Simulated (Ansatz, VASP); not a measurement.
**BeTe: VASP beside Ansatz**

INCAR

```
PREC     = Accurate       # precision mode
ENCUT    = 520            # plane-wave cutoff, eV
EDIFF    = 1E-6           # SCF threshold, eV
ISMEAR   = -1             # smearing method
SIGMA    = 0.05           # smearing width, eV
LREAL    = False          # projectors in reciprocal space
LASPH    = True           # aspherical terms in the spheres
NELM     = 80             # most SCF steps
ALGO     = Normal         # electronic algorithm
ISIF     = 2              # what is computed and relaxed
LWAVE    = False          # write WAVECAR
LCHARG   = False          # write CHGCAR
GGA      = PE             # functional
NBANDS   = 11             # bands
```

The input KPOINTS:

```
Automatic mesh
0
Gamma
  13 13 13
```

Contents of POSCAR:

```
BeTe
1.0
    0.0000000000      2.6800592576      2.6800592576
    2.6800592576      0.0000000000      2.6800592576
    2.6800592576      2.6800592576      0.0000000000
Be Te
1 1
Direct
    0.0000000000      0.0000000000      0.0000000000
    0.5000000000      0.5000000000      0.5000000000
```

Input for Ansatz:

```yaml
crystal:
  lattice:
    - [0.0, 2.6800592576, 2.6800592576]
    - [2.6800592576, 0.0, 2.6800592576]
    - [2.6800592576, 2.6800592576, 0.0]
  atoms:
    - { symbol: Be, position: [0.0, 0.0, 0.0] }
    - { symbol: Te, position: [0.5, 0.5, 0.5] }
kpoints:
  mp_grid: { grid: [13, 13, 13] }
  band_path:
    path:
      - [0.0, 0.0, 0.0]
      - [0.5, 0.0, 0.5]
      - [0.625, 0.25, 0.625]
      - [0.375, 0.375, 0.75]
      - [0.0, 0.0, 0.0]
      - [0.5, 0.5, 0.5]
      - [0.5, 0.25, 0.75]
      - [0.5, 0.0, 0.5]
    npoints: 8
scf:
  occupations: { method: fermi_dirac, width: 0.05 }
hamiltonian:
  xc: pbe
  pseudopotentials: { kind: all_electron, lapw: { basis_error: 0.001 } }
output:
  forces: true
  stress: true
  eigenvalues: true
  populations: true
  dos: { projected: true, de: 0.2, e_range: [-14, 8] }
```

Alike in both runs: task single point; functional PBE; k mesh 13 × 13 × 13; occupations fermi-dirac, width 0.05 eV; no spin polarisation.

|  | VASP | Ansatz |
| --- | --- | --- |
| version | VASP 6.6.1 | Ansatz 0.2.0 |
| potentials or method | VASP PAW PBE potentials, release 64 (Be, Te), cutoff 520 eV | all-electron LAPW, scalar-relativistic |

|  | VASP | Ansatz | Ansatz less VASP |
| --- | --- | --- | --- |
| pressure (GPa) | 0.1 | 0.0 | -0.06 |

Ansatz ran all-electron here, and VASP with PAW potentials.

Neither program's run includes spin-orbit coupling.
